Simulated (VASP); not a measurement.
# GeMo (CsCl type) (Pm-3m) in VASP: notebook

GeMo (CsCl type) is run at these levels: PBE; tasks: relaxation of cell and atoms.

All numbers are computed with VASP 6.6.1; they aren't measurements. Logs are shortened: lines on timing, memory, paths and dates and some standing lists are left out, and cuts for length are marked.

## 1. The cell of the first run

It takes space group Pm-3m (No. 221, cubic). The conventional cell has a = 3.041 Å, b = 3.041 Å, c = 3.041 Å, α = 90.00°, β = 90.00°, γ = 90.00°. Within 3.5 Å of Mo (site symmetry m-3m) lie 8 Ge at 2.63 Å and 6 Mo at 3.04 Å. Within 3.5 Å of Ge (site symmetry m-3m) lie 8 Mo at 2.63 Å and 6 Ge at 3.04 Å.

## 2. Relaxation of cell and atoms, PBE, target pressure 19 GPa, at which the enthalpy is minimised

The input, INCAR:

```
SYSTEM = GeMo
PREC = Accurate
ENCUT = 600
EDIFF = 1E-6
ISMEAR = -1
SIGMA = 0.08
LREAL = .False.
LASPH = .True.
NELM = 100
ALGO = Normal
ISIF = 3
LWAVE = .False.
LCHARG = .False.
GGA = PE
IBRION = 2
NSW = 32
EDIFFG = -0.005
PSTRESS = 190.0
```

The input, KPOINTS:

```
Automatic mesh
0
Gamma
  13 13 13
  0 0 0
```

The input, POSCAR:

```
GeMo
1.0
    3.0405597322      0.0000000000      0.0000000000
    0.0000000000      3.0405597322      0.0000000000
    0.0000000000      0.0000000000      3.0405597322
Mo Ge
1 1
Direct
    0.0000000000      0.0000000000      0.0000000000
    0.5000000000      0.5000000000      0.5000000000
```

Potentials or basis: VASP PAW PBE potentials, release 64 (Mo_sv, Ge_d).

The run is started by

```bash
$ cat potpaw_PBE.64/Mo_sv/POTCAR potpaw_PBE.64/Ge_d/POTCAR > POTCAR
$ mpirun -np 1 vasp_std > vasp.out
```

OUTCAR:

```text
SYSTEM = GeMo
   PREC = Accurate
   ENCUT = 600
   EDIFF = 1E-6
   ISMEAR = -1
   LREAL = .False.
   LASPH = .True.
   NELM = 100
   ISIF = 3
   GGA = PE
   IBRION = 2
   NSW = 32
   EDIFFG = -0.005
   PSTRESS = 190.0

 ion  position               nearest neighbor table
   1  0.000  0.000  0.000-   2 2.63   2 2.63   2 2.63   2 2.63   2 2.63   2 2.63   2 2.63   2 2.63

   2  0.500  0.500  0.500-   1 2.63   1 2.63   1 2.63   1 2.63   1 2.63   1 2.63   1 2.63   1 2.63

  LATTYP: Found a simple cubic cell.
 ALAT       =     3.0405597322

  Lattice vectors:

 A1 = (   3.0405597322,   0.0000000000,   0.0000000000)
 A2 = (   0.0000000000,   3.0405597322,   0.0000000000)
 A3 = (   0.0000000000,   0.0000000000,   3.0405597322)

Analysis of symmetry for initial positions (statically):
=====================================================================
 Subroutine PRICEL returns:
 Original cell was already a primitive cell.

 Routine SETGRP: Setting up the symmetry group for a
 simple cubic supercell.

 Subroutine GETGRP returns: Found 48 space group operations
 (whereof 48 operations were pure point group operations)
 out of a pool of 48 trial point group operations.

The static configuration has the point symmetry O_h .

Analysis of symmetry for dynamics (positions and initial velocities):
=====================================================================
 Subroutine PRICEL returns:
 Original cell was already a primitive cell.

 Routine SETGRP: Setting up the symmetry group for a
 simple cubic supercell.

 Subroutine GETGRP returns: Found 48 space group operations
 (whereof 48 operations were pure point group operations)
 out of a pool of 48 trial point group operations.

The dynamic configuration has the point symmetry O_h .

 Subroutine INISYM returns: Found 48 space group operations
 (whereof 48 operations are pure point group operations),
 and found     1 'primitive' translations

----------------------------------------------------------------------------------------

                                     Primitive cell

  volume of cell :      28.1100

  direct lattice vectors                    reciprocal lattice vectors
     3.040559732  0.000000000  0.000000000     0.328886813  0.000000000  0.000000000
     0.000000000  3.040559732  0.000000000     0.000000000  0.328886813  0.000000000
     0.000000000  0.000000000  3.040559732     0.000000000  0.000000000  0.328886813
[... 90 lines left out ...]
   ISIF   =      3    stress and relaxation
   ISYM   =      2    0-nonsym 1-usesym 2-fastsym
   POTIM  = 0.5000    time-step for ionic-motion
   TEBEG  =    0.0;   TEEND  =   0.0 temperature during run
   PSTRESS=  190.0 pullay stress
   NELECT =      28.0000    total number of electrons
   NUPDOWN=      -1.0000    fix difference up-down
   EMIN   =  10.00;   EMAX   =-10.00  energy-range for DOS
   EFERMI =   0.00;   METHOD = LEGACY
   ISMEAR =    -1;   SIGMA  =   0.08  broadening in eV -4-tet -1-fermi 0-gaus
   EFERMI_NEDOS =   21; number of points for ismear=-14 and -15
   IALGO  =     38    algorithm
   IMIX   =      4    mixing-type and parameters
     AMIX     =   0.40;   BMIX     =  1.00
     AMIX_MAG =   1.60;   BMIX_MAG =  1.00
  volume/ion in A,a.u.               =      14.05        94.85
  Fermi-wavevector in a.u.,A,eV,Ry     =   1.634961  3.089628 36.369683  2.673096
  Thomas-Fermi vector in A             =   2.726513
   LORBIT       =      0    0 simple, 1 ext, 2 COOP (PROOUT), +10 PAW based schemes
   GGA     = PE    functional components
   LHFCALC =     F    Hartree Fock is set to
   AEXX    =    0.0000 exact exchange contribution
   IVDW    =     0    specifies the selected vdW correction
   LEPSILON=     F    determine dielectric tensor
   LRPA    =     F    only Hartree local field effects (RPA)
 conjugate gradient relaxation of ions
 non-spin polarized calculation
  energy-cutoff  :      600.00
  volume of cell :       28.11
 maximum number of plane-waves:       951
   NGX = 13   NGY = 13   NGZ = 13

--------------------------------------- Ionic step        1  -------------------------------------------

 number of electron      27.9999995 magnetization

 Free energy of the ion-electron system (eV)
  ---------------------------------------------------
  ext. energy  EPLUGINS =         0.00000000
  ---------------------------------------------------
  free energy    TOTEN  =       -15.06481890 eV

  energy without entropy =      -15.01562148  energy(sigma->0) =      -15.04022019

------------------------ aborting loop because EDIFF is reached ----------------------------------------

  FORCE on cell =-STRESS in cart. coord.  units (eV):
  Direction    XX          YY          ZZ          XY          YZ          ZX
  --------------------------------------------------------------------------------------
  -------------------------------------------------------------------------------------
  Total        3.4256519      3.4256519      3.4256519     -0.0000000      0.0000000     -0.0000000
  in kB      195.2509653    195.2509653    195.2509653     -0.0000000      0.0000000     -0.0000000
  external PRESSURE =       5.2509653 kB  Pullay stress =     190.0000000 kB
[... 63 lines left out ...]
--------------------------------------- Ionic step        3  -------------------------------------------

 number of electron      27.9999995 magnetization

 Free energy of the ion-electron system (eV)
  ---------------------------------------------------
  ext. energy  EPLUGINS =         0.00000000
  ---------------------------------------------------
  free energy    TOTEN  =       -15.07129748 eV

  energy without entropy =      -15.02199142  energy(sigma->0) =      -15.04664445

 E-fermi :  11.9693     XC(G=0): -13.4288

 val. band max:       11.9681294478   @ k =   0.3846   0.3846   0.0769
 cond. band min:      11.9737139323   @ k =   0.4615   0.3846   0.0769
 fundamental gap:      0.0055844845
 Fermi energy:        11.9693262755

 k-point     1 :       0.0000    0.0000    0.0000
  band No.  band energies     occupation
      1     -48.7094      2.00000
      2     -22.6883      2.00000
      3     -22.6883      2.00000
      4     -22.6883      2.00000
      5     -12.4574      2.00000
      6     -12.4574      2.00000
[... 481 lines left out ...]
      5     -12.4264      2.00000
      6     -12.4181      2.00000
[... 10 lines left out ...]
     17      16.4536      0.00000
     18      19.1165      0.00000

 [... further k-points ...]

------------------------ aborting loop because EDIFF is reached ----------------------------------------

  FORCE on cell =-STRESS in cart. coord.  units (eV):
  Direction    XX          YY          ZZ          XY          YZ          ZX
  --------------------------------------------------------------------------------------
  -------------------------------------------------------------------------------------
  Total        3.3403589      3.3403589      3.3403589     -0.0000000      0.0000000     -0.0000000
  in kB      190.0248134    190.0248134    190.0248134     -0.0000000      0.0000000     -0.0000000
  external PRESSURE =       0.0248134 kB  Pullay stress =     190.0000000 kB
[... 21 lines left out ...]
  energy  without entropy=      -15.0219914155  energy(sigma->0) =      -15.04664445

  enthalpy is  TOTEN    =       -11.7313747532 eV   P V=        3.3399227267

 reached required accuracy - stopping structural energy minimisation
```

CONTCAR:

```text
GeMo
   1.00000000000000
     3.0425038290847044   -0.0000000000000000   -0.0000000000000000
    -0.0000000000000000    3.0425038290847044   -0.0000000000000000
     0.0000000000000000    0.0000000000000000    3.0425038290847044
  Mo              Ge
     1     1
Direct
     0.0000000000000000    0.0000000000000000    0.0000000000000000
     0.5000000000000000    0.5000000000000000    0.5000000000000000

  0.00000000E+00  0.00000000E+00  0.00000000E+00
  0.00000000E+00  0.00000000E+00  0.00000000E+00
```

It took 37 s on 1 thread of AMD EPYC 9R45 (Zen 5), shared host; peak memory 0.15 GiB.

What came out:

| Item | Value |
| --- | --- |
| Free energy | -15.0713 eV |
| Relaxed volume | 14.08 Å³/atom |
| Relaxed cell | a = 3.043 Å, b = 3.043 Å, c = 3.043 Å, α = 90.00°, β = 90.00°, γ = 90.00° |
| Space group after relaxing (to 0.1 Å) | Pm-3m (No. 221) |
| Energy change on relaxing (the run minimises the enthalpy) | -3.2 meV/atom |
| Ionic steps | 3 |
| Pressure after relaxing | 19.0 GPa |
| Band gap on the k mesh | zero (bands 14 and 15 overlap by 3.53 eV) |

The path:
| step | energy change (eV) | largest force (eV/Å) | pressure (GPa) | volume (Å³) |
| --- | --- | --- | --- | --- |
| 1 | 0.0000 | 0.0000 | 19.53 | 28.11 |
| 2 | -0.0218 | 0.0000 | 17.66 | 28.30 |
| 3 | -0.0065 | 0.0000 | 19.00 | 28.16 |

Final structure:
```
Mo Ge
1.0
     3.04250    0.00000    0.00000
     0.00000    3.04250    0.00000
     0.00000    0.00000    3.04250
Mo Ge
1 1
Direct
  0.00000 0.00000 0.00000
  0.50000 0.50000 0.50000
```

Caveat: the cell is relaxed towards a set pressure, so the run minimises the enthalpy, not the energy.

## 3. Relaxation of cell and atoms, PBE, target pressure 19 GPa, at which the enthalpy is minimised

This run uses another cell than the first one, of 14.54 Å³/atom.

The input, INCAR:

```
SYSTEM = GeMo
  PREC = Accurate
  ENCUT = 600
  EDIFF = 1E-6
  ISMEAR = -1
  SIGMA = 0.08
  LREAL = .FALSE.
  LASPH = .TRUE.
  NELM = 60
  ALGO = Normal
  ISIF = 3
  LWAVE = .FALSE.
  LCHARG = .FALSE.
  GGA = PE
  IBRION = 2
  NSW = 60
  EDIFFG = -0.005
  PSTRESS = 190.0
```

The input, KPOINTS:

```
Automatic mesh
0
G
  13 13 13
  0 0 0
```

The input, POSCAR:

```
GeMo
1.0
    3.0754441382      0.0000000000      0.0000000000
    0.0000000000      3.0754441382      0.0000000000
    0.0000000000      0.0000000000      3.0754441382
Mo Ge
1 1
Direct
    0.0000000000      0.0000000000      0.0000000000
    0.5000000000      0.5000000000      0.5000000000
```

Potentials or basis: VASP PAW PBE potentials, release 64 (Mo_sv, Ge_d).

The run is started by

```bash
$ cat potpaw_PBE.64/Mo_sv/POTCAR potpaw_PBE.64/Ge_d/POTCAR > POTCAR
$ mpirun -np 1 vasp_std > vasp.out
```

Wall time 2 min (1 thread of AMD EPYC 9R45 (Zen 5), shared host); peak memory 0.18 GiB.

It converged, with:

```
Free energy                                                : -15.0697 eV
Relaxed volume                                             : 14.07 Å³/atom
Relaxed cell                                               : a = 3.042 Å, b = 3.042 Å, c = 3.042 Å, α = 90.00°, β = 90.00°, γ = 90.00°
Space group after relaxing (to 0.1 Å)                      : Pm-3m (No. 221)
Energy change on relaxing (the run minimises the enthalpy) : +43.8 meV/atom
Ionic steps                                                : 8
Pressure after relaxing                                    : 19.0 GPa
Band gap on the k mesh                                     : zero (bands 14 and 15 overlap by 3.54 eV)
```

The path:
```
step  energy change (eV)  largest force (eV/Å)  pressure (GPa)  volume (Å³)
   1              0.0000                0.0000           10.87        29.09
   2              0.4774                0.0000           43.12        26.09
   3              0.0826                0.0000           18.53        28.19
   4              0.0878                0.0000           18.85        28.14
   5              0.0903                0.0000           19.22        28.12
   6              0.0823                0.0000           18.72        28.19
   7              0.0850                0.0000           18.78        28.17
   8              0.0877                0.0000           18.99        28.14
```

Final structure:
```
Mo Ge
1.0
     3.04181    0.00000    0.00000
     0.00000    3.04181    0.00000
     0.00000    0.00000    3.04181
Mo Ge
1 1
Direct
  0.00000 0.00000 0.00000
  0.50000 0.50000 0.50000
```

Levels at points of the mesh, in eV from the Fermi level:
| k point | band 10 | band 11 | band 12 | band 13 | band 14 | band 15 | band 16 | band 17 | band 18 |
| --- | --- | --- | --- | --- | --- | --- | --- | --- | --- |
| (0.00, 0.00, 0.00) | -12.75 | -3.38 | -3.38 | 1.34 | 1.34 | 1.34 | 2.81 | 2.81 | 2.81 |

Caveat: the cell is relaxed towards a set pressure, so the run minimises the enthalpy, not the energy.
